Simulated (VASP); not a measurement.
# Au in VASP: further runs

Runs on Au. Level: PBEsol. Tasks: single point.

Everything below comes from runs of VASP 6.6.1. Logs are shortened: lines on timing, memory, paths and dates and some standing lists are left out, and cuts for length are marked.

## 1. The cell of the first run

The cell holds a slab with vacuum, 5 atoms: a = 2.888 Å, b = 2.888 Å, c = 24.167 Å, α = 90.00°, β = 90.00°, γ = 90.00°.

## 2. Single point, PBEsol

File INCAR:

```
SYSTEM = Au
  ALGO = Normal
  DIPOL = 0.5 0.5 0.500
  EDIFF = 1E-6
  ENCUT = 520
  GGA = PS
  IDIPOL = 3
  ISIF = 2
  ISMEAR = -1
  LASPH = .True.
  LCHARG = .False.
  LDIPOL = .True.
  LREAL = .False.
  LWAVE = .False.
  NBANDS = 36
  NELM = 80
  PREC = Accurate
  SIGMA = 0.1
```

File KPOINTS:

```
k-points
0
Gamma
  13 13 1
  0 0 0
```

File POSCAR:

```
Au
1.0
    2.8875034115      0.0000000000      0.0000000000
    0.0000000000      2.8875034115      0.0000000000
    0.0000000000      0.0000000000     24.1671000000
Au
5
Direct
    0.0000000000      0.0000000000      0.3310286926
    0.5000000000      0.5000000000      0.4155143461
    0.0000000000      0.0000000000      0.5000000000
    0.5000000000      0.5000000000      0.5844856539
    0.0000000000      0.0000000000      0.6689713074
```

Potentials or basis: VASP PAW PBE potentials, release 64 (Au).

Command:

```console
$ cat potpaw_PBE.64/Au/POTCAR > POTCAR
$ mpirun -np 1 vasp_std > vasp.out
```

OUTCAR:

```text
SYSTEM = Au
   EDIFF = 1E-6
   ENCUT = 520
   GGA = PS
   ISIF = 2
   ISMEAR = -1
   LASPH = .True.
   LREAL = .False.
   NELM = 80
   PREC = Accurate

 ion  position               nearest neighbor table
   1  0.000  0.000  0.331-   2 2.89   2 2.89   2 2.89   2 2.89
   2  0.500  0.500  0.416-   1 2.89   1 2.89   1 2.89   1 2.89   3 2.89   3 2.89   3 2.89   3 2.89

   3  0.000  0.000  0.500-   2 2.89   4 2.89   2 2.89   4 2.89   2 2.89   4 2.89   2 2.89   4 2.89

   4  0.500  0.500  0.584-   5 2.89   5 2.89   5 2.89   5 2.89   3 2.89   3 2.89   3 2.89   3 2.89

   5  0.000  0.000  0.669-   4 2.89   4 2.89   4 2.89   4 2.89

  LATTYP: Found a simple tetragonal cell.
 ALAT       =     2.8875034115
 C/A-ratio  =     8.3695485532

  Lattice vectors:

 A1 = (   2.8875034115,   0.0000000000,   0.0000000000)
 A2 = (   0.0000000000,   2.8875034115,   0.0000000000)
 A3 = (   0.0000000000,   0.0000000000,  24.1671000000)

Analysis of symmetry for initial positions (statically):
=====================================================================
 Subroutine PRICEL returns:
 Original cell was already a primitive cell.

 Routine SETGRP: Setting up the symmetry group for a
 simple tetragonal supercell.

 Subroutine GETGRP returns: Found 16 space group operations
 (whereof 16 operations were pure point group operations)
 out of a pool of 16 trial point group operations.

The static configuration has the point symmetry D_4h.

Analysis of symmetry for dynamics (positions and initial velocities):
=====================================================================
 Subroutine PRICEL returns:
 Original cell was already a primitive cell.

 Routine SETGRP: Setting up the symmetry group for a
 simple tetragonal supercell.

 Subroutine GETGRP returns: Found 16 space group operations
 (whereof 16 operations were pure point group operations)
 out of a pool of 16 trial point group operations.

The dynamic configuration has the point symmetry D_4h.

 Subroutine INISYM returns: Found 16 space group operations
 (whereof 16 operations are pure point group operations),
 and found     1 'primitive' translations

----------------------------------------------------------------------------------------

                                     Primitive cell

  volume of cell :     201.4974

  direct lattice vectors                    reciprocal lattice vectors
     2.887503412  0.000000000  0.000000000     0.346319937  0.000000000  0.000000000
     0.000000000  2.887503412  0.000000000     0.000000000  0.346319937  0.000000000
     0.000000000  0.000000000 24.167100000     0.000000000  0.000000000  0.041378568

  length of vectors
     2.887503412  2.887503412 24.167100000     0.346319937  0.346319937  0.041378568

  position of ions in fractional coordinates (direct lattice)
     0.000000000  0.000000000  0.331028693
     0.500000000  0.500000000  0.415514346
     0.000000000  0.000000000  0.500000000
     0.500000000  0.500000000  0.584485654
     0.000000000  0.000000000  0.668971307

  ion indices of the primitive-cell ions
   primitive index   ion index
                 1           1
                 2           2
                 3           3
                 4           4
                 5           5

----------------------------------------------------------------------------------------

 KPOINTS: k-points

Automatic generation of k-mesh.
 Grid dimensions read from file:
 generate k-points for:   13   13    1

 Generating k-lattice:

  Cartesian coordinates                     Fractional coordinates (reciprocal lattice)
     0.026639995  0.000000000  0.000000000     0.076923077  0.000000000  0.000000000
     0.000000000  0.026639995  0.000000000     0.000000000  0.076923077  0.000000000
     0.000000000  0.000000000  0.041378568     0.000000000  0.000000000  1.000000000

  Length of vectors
     0.026639995  0.026639995  0.041378568

  Shift w.r.t. Gamma in fractional coordinates (k-lattice)
     0.000000000  0.000000000  0.000000000

 Subroutine IBZKPT returns following result:
 ===========================================

 Found     28 irreducible k-points:

 Following reciprocal coordinates:
            Coordinates               Weight
  0.000000  0.000000  0.000000      1.000000
  0.076923  0.000000  0.000000      4.000000
  0.153846  0.000000  0.000000      4.000000
  0.230769  0.000000  0.000000      4.000000
  0.307692  0.000000  0.000000      4.000000
  0.384615  0.000000  0.000000      4.000000
[... 16 lines left out ...]
  0.307692  0.307692  0.000000      4.000000
  0.384615  0.307692  0.000000      8.000000
 [... further k-points ...]
   k-points           NKPTS =     28   k-points in BZ     NKDIM =     28   number of bands    NBANDS=     36
   number of dos      NEDOS =    301   number of ions     NIONS =      5
   total plane-waves  NPLWV = 103680
   dimension x,y,z NGX =    24 NGY =   24 NGZ =  180
   dimension x,y,z NGXF=    48 NGYF=   48 NGZF=  360
   ions per type =               5
   NGX,Y,Z   is equivalent  to a cutoff of  13.82, 13.82, 12.38 a.u.
   NGXF,Y,Z  is equivalent  to a cutoff of  27.64, 27.64, 24.76 a.u.
 SYSTEM =  Au
   PREC   = accura    normal or accurate (medium, high low for compatibility)
   ISTART =      0    job   : 0-new  1-cont  2-samecut
   ICHARG =      2    charge: 1-file 2-atom 10-const
   ISPIN  =      1    spin polarized calculation?
   LNONCOLLINEAR =      F non collinear calculations
   LSORBIT =      F    spin-orbit coupling
   LASPH  =      T    aspherical Exc in radial PAW
   ENCUT  =  520.0 eV  38.22 Ry    6.18 a.u.   5.37  5.37 44.93*2*pi/ulx,y,z
   NELM   =     80;   NELMIN=  2; NELMDL= -5     # of ELM steps
   EDIFF  = 0.1E-05   stopping-criterion for ELM
   LREAL  =      F    real-space projection
   EDIFFG = 0.1E-04   stopping-criterion for IOM
   NSW    =      0    number of steps for IOM
   IBRION =     -1    ionic relax: 0-MD 1-quasi-New 2-CG
   NFREE  =      0    steps in history (QN), initial steepest desc. (CG)
   ISIF   =      2    stress and relaxation
   ISYM   =      2    0-nonsym 1-usesym 2-fastsym
   POTIM  = 0.5000    time-step for ionic-motion
   TEBEG  =    0.0;   TEEND  =   0.0 temperature during run
   PSTRESS=    0.0 pullay stress
   NELECT =      55.0000    total number of electrons
   NUPDOWN=      -1.0000    fix difference up-down
   EMIN   =  10.00;   EMAX   =-10.00  energy-range for DOS
   EFERMI =   0.00;   METHOD = LEGACY
   ISMEAR =    -1;   SIGMA  =   0.10  broadening in eV -4-tet -1-fermi 0-gaus
   EFERMI_NEDOS =   21; number of points for ismear=-14 and -15
   IALGO  =     38    algorithm
   IMIX   =      4    mixing-type and parameters
     AMIX     =   0.40;   BMIX     =  1.00
     AMIX_MAG =   1.60;   BMIX_MAG =  1.00
  volume/ion in A,a.u.               =      40.30       271.95
  Fermi-wavevector in a.u.,A,eV,Ry     =   1.061954  2.006803 15.343932  1.127747
  Thomas-Fermi vector in A             =   2.197388
   LORBIT       =      0    0 simple, 1 ext, 2 COOP (PROOUT), +10 PAW based schemes
   GGA     = PS    functional components
   LHFCALC =     F    Hartree Fock is set to
   AEXX    =    0.0000 exact exchange contribution
   IVDW    =     0    specifies the selected vdW correction
   LEPSILON=     F    determine dielectric tensor
   LRPA    =     F    only Hartree local field effects (RPA)
 non-spin polarized calculation
  energy-cutoff  :      520.00
  volume of cell :      201.50
 maximum number of plane-waves:      5485
 NGX is ok and might be reduce to    24
   NGX = 11   NGY = 11   NGZ = 89

 number of electron      55.0000008 magnetization

 dipolmoment           0.000000      0.000000     -0.000000 electrons x Angstroem

 Free energy of the ion-electron system (eV)
  ---------------------------------------------------
  ext. energy  EPLUGINS =         0.00000000
  ---------------------------------------------------
  free energy    TOTEN  =       -18.41037361 eV

  energy without entropy =      -18.36228856  energy(sigma->0) =      -18.38633108

 E-fermi :   0.8582     XC(G=0):  -6.1853

 val. band max:        0.8428146449   @ k =   0.0000   0.0000   0.0000
 cond. band min:       0.8708893030   @ k =   0.4615   0.1538   0.0000
 fundamental gap:      0.0280746581
 Fermi energy:         0.8582311217

 k-point     1 :       0.0000    0.0000    0.0000
  band No.  band energies     occupation
      1      -8.5781      2.00000
      2      -7.4184      2.00000
      3      -6.1919      2.00000
      4      -5.7077      2.00000
      5      -5.6591      2.00000
      6      -5.4837      2.00000
[... 28 lines left out ...]
     35       8.3301      0.00000
     36       8.7777      0.00000

 k-point     2 :       0.0769    0.0000    0.0000
  band No.  band energies     occupation
      1      -8.4452      2.00000
      2      -7.3014      2.00000
      3      -6.0940      2.00000
      4      -5.6198      2.00000
      5      -5.5778      2.00000
      6      -5.3888      2.00000
[... 28 lines left out ...]
     35       8.4279      0.00000
     36       8.7006      0.00000

 k-point     3 :       0.1538    0.0000    0.0000
  band No.  band energies     occupation
      1      -8.0632      2.00000
      2      -6.9878      2.00000
      3      -5.8858      2.00000
      4      -5.4287      2.00000
      5      -5.2998      2.00000
      6      -5.2332      2.00000
[... 28 lines left out ...]
     35       8.1875      0.00000
     36       8.6766      0.00000
[... 742 lines left out ...]
 k-point    23 :       0.3077    0.3077    0.0000
  band No.  band energies     occupation
      1      -5.6973      2.00000
      2      -5.0794      2.00000
      3      -5.0286      2.00000
      4      -5.0112      2.00000
      5      -4.8578      2.00000
      6      -4.6722      2.00000
[... 28 lines left out ...]
     35       8.4195      0.00000
     36       9.0285      0.00000

 k-point    24 :       0.3846    0.3077    0.0000
  band No.  band energies     occupation
      1      -5.5863      2.00000
      2      -5.2843      2.00000
      3      -5.2383      2.00000
      4      -5.1907      2.00000
      5      -4.8124      2.00000
      6      -4.7656      2.00000
[... 28 lines left out ...]
     35       8.5982      0.00000
     36       8.8945      0.00000

 [... further k-points ...]

------------------------ aborting loop because EDIFF is reached ----------------------------------------

 vacuum level on the upper side and lower side of the slab       (xc-potential included)        -0.240        -0.240

  FORCE on cell =-STRESS in cart. coord.  units (eV):
  Direction    XX          YY          ZZ          XY          YZ          ZX
  --------------------------------------------------------------------------------------
  -------------------------------------------------------------------------------------
  Total       -3.2834513     -3.2834513     -0.9491061      0.0000000      0.0000000      0.0000000
  in kB      -26.1078805    -26.1078805     -7.5466773      0.0000000      0.0000000      0.0000000
  external PRESSURE =     -19.9208127 kB  Pullay stress =       0.0000000 kB

 VOLUME and BASIS-vectors are now :
 -----------------------------------------------------------------------------
  energy-cutoff  :      520.00
  volume of cell :      201.50
      direct lattice vectors                 reciprocal lattice vectors
     2.887503412  0.000000000  0.000000000     0.346319937  0.000000000  0.000000000
     0.000000000  2.887503412  0.000000000     0.000000000  0.346319937  0.000000000
     0.000000000  0.000000000 24.167100000     0.000000000  0.000000000  0.041378568

 POSITION                                       TOTAL-FORCE (eV/Angst)
 -----------------------------------------------------------------------------------
      0.00000      0.00000      8.00000        -0.000000      0.000000      0.182543
      1.44375      1.44375     10.04178         0.000000      0.000000     -0.148464
      0.00000      0.00000     12.08355         0.000000     -0.000000      0.000000
      1.44375      1.44375     14.12532         0.000000     -0.000000      0.148464
      0.00000      0.00000     16.16710         0.000000      0.000000     -0.182543
 -----------------------------------------------------------------------------------
    total drift:                                0.000000     -0.000000     -0.000000

  FREE ENERGIE OF THE ION-ELECTRON SYSTEM (eV)
  ---------------------------------------------------
  free  energy   TOTEN  =       -18.4103736072 eV

  energy  without entropy=      -18.3622885607  energy(sigma->0) =      -18.38633108

 vacuum level on the upper side and lower side of the slab         5.939         5.939
```

Run time: 98 s. Hardware: 1 thread of Intel Xeon 6975P-C (Granite Rapids), shared host; peak memory 0.38 GiB.

What came out:

* Free energy: -18.4104 eV
* Largest force: 0.183 eV/Å
* Band gap on the k mesh: zero (an odd number of electrons rules out a gap without spin polarisation)

Forces on the atoms (eV/Å):
```
Au   0.000  0.000  0.183
Au   0.000  0.000 -0.148
Au   0.000  0.000  0.000
Au   0.000  0.000  0.148
Au   0.000  0.000 -0.183
```

Caveat: the PAW data sets were made with another functional, which shifts forces and pressure a little; spin-orbit coupling is left out, which moves the levels of the heavy elements.

[end of part 1 of 2]
